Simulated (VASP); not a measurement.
A run of VASP 6.6.1 is set up as follows.

File INCAR:

```
PREC = Accurate ; ENCUT = 520
EDIFF = 1E-6 ; ISMEAR = 0
SIGMA = 0.15 ; LREAL = F
LASPH = T ; NELM = 150
ALGO = Normal ; ISIF = 2
LWAVE = F ; LCHARG = F
ISPIN = 2 ; MAGMOM = 0.5 0
LORBIT = 11 ; NUPDOWN = 0.5
LMAXMIX = 4 ; GGA = PS
NBANDS = 18
```

Contents of KPOINTS:

```
regular mesh
0
Gamma
  21 21 12
```

The input POSCAR:

```
TiAl
1.0
    2.8090813284      0.0000000000      0.0000000000
   -1.4045406642      2.4327357917      0.0000000000
    0.0000000000      0.0000000000      4.5567935240
Ti Al
1 1
Direct
    0.0000000000      0.0000000000      0.0000000000
    0.3333333333      0.6666666667      0.5000000000
```

Potentials or basis: VASP PAW PBE potentials, release 64 (Ti_sv, Al).

Run with:

```console
$ cat potpaw_PBE.64/Ti_sv/POTCAR potpaw_PBE.64/Al/POTCAR > POTCAR
$ mpirun -np 1 vasp_std > vasp.out
```

Problem. Predict the pressure.

Solution. 5.1 GPa.

Stress tensor (GPa, compression positive):
```
5.28 0.00 0.00
0.00 5.28 0.00
0.00 0.00 4.82
```

Caveat: the PAW data sets were made with another functional, which shifts forces and pressure a little; the total moment is fixed, so each spin has its own Fermi level.
